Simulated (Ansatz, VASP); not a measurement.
# One calculation of GaN, two programs

```
Ga N
1.0
     0.00000    2.03428    2.03428
     2.03428    0.00000    2.03428
     2.03428    2.03428    0.00000
Ga N
1 1
Direct
  0.50000 0.50000 0.50000
  0.00000 0.00000 0.00000
```

Alike in both runs: task single point; functional PBE; k mesh 12 × 12 × 12; occupations gaussian, width 0.02 eV; no spin polarisation.

|  | VASP | Ansatz |
| --- | --- | --- |
| version | VASP 6.6.1 | Ansatz 0.2.0 |
| potentials or method | VASP PAW PBE potentials, release 64 (Ga_d, N), cutoff 520 eV | scalar-relativistic, plane waves, PAW |
| valence electrons in the cell | 18 | 18 |

Ansatz gave:

| Property | Result |
| --- | --- |
| gap on the k mesh at the Fermi level (eV) | 1.37 |
| least direct gap on the mesh (eV) | 4.27 |
| pressure (GPa) | 41.9 |

Task: Estimate VASP's values.

Result: gap on the k mesh at the Fermi level (eV): 1.35; least direct gap on the mesh (eV): 4.29; pressure (GPa): 43.0.

Both programs put the cell under a high pressure, so it lies far from rest at this level.
